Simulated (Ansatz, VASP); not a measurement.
**CdI2 in VASP and in Ansatz**

Contents of INCAR:

```
SYSTEM = CdI2
ALGO = Normal
EDIFF = 1E-6
ENCUT = 500
GGA = PE
GGA_COMPAT = .FALSE.
ISIF = 2
ISMEAR = 0
IVDW = 12
LASPH = .TRUE.
LCHARG = .TRUE.
LELF = .TRUE.
LREAL = .FALSE.
LVHAR = .TRUE.
LWAVE = .FALSE.
NBANDS = 20
NELM = 120
PREC = Accurate
SIGMA = 0.02
```

The input KPOINTS:

```
k-points
0
G
  6 6 4
  0 0 0
```

Contents of POSCAR:

```
CdI2
1.0
    4.2399145029      0.0000000000      0.0000000000
   -2.1199572515      3.6718736694      0.0000000000
    0.0000000000      0.0000000000      6.8360999523
Cd I
1 2
Direct
    0.0000000000      0.0000000000      0.0000000000
    0.3333333333      0.6666666667      0.2532255763
    0.6666666667      0.3333333333      0.7467744237
```

Input for Ansatz:

```yaml
crystal:
  lattice:
    - [4.2399145029, 0.0, 0.0]
    - [-2.1199572515, 3.6718736694, 0.0]
    - [0.0, 0.0, 6.8360999523]
  atoms:
    - { symbol: Cd, position: [0.0, 0.0, 0.0] }
    - { symbol: I, position: [0.3333333333, 0.6666666667, 0.2532255763] }
    - { symbol: I, position: [0.6666666667, 0.3333333333, 0.7467744237] }
basis:
  ecutwfc: 420
kpoints:
  mp_grid: { grid: [6, 6, 4] }
  band_path: { path: [VBM, CBM], npoints: 2 }
hamiltonian:
  xc: pbe
  dispersion: d3bj
scf:
  occupations: { method: gaussian, width: 0.02 }
output:
  forces: false
  stress: false
  eigenvalues: true
checkpoint:
  read: start.run
  write: ck
  compress: false
  write_wavefunctions: false
  write_every: 100000
```

Alike in both runs: task single point; functional PBE; dispersion D3(BJ); k mesh 6 × 6 × 4; occupations gaussian, width 0.02 eV; no spin polarisation.

```csv
,VASP,Ansatz
version,VASP 6.6.1,Ansatz 0.2.0
potentials or method,"VASP PAW PBE potentials, release 64 (Cd, I), cutoff 500 eV","scalar-relativistic, plane waves, PAW"
valence electrons in the cell,26,54
```

```csv
,VASP,Ansatz,Ansatz less VASP
gap on the k mesh at the Fermi level (eV),2.33,2.34,+0.005
least direct gap on the mesh (eV),2.57,2.59,+0.020
```

VASP's potentials hold 26 valence electrons a cell and Ansatz's 54, so a difference there can come from the potentials and not from the codes.

Neither program's run includes spin-orbit coupling.
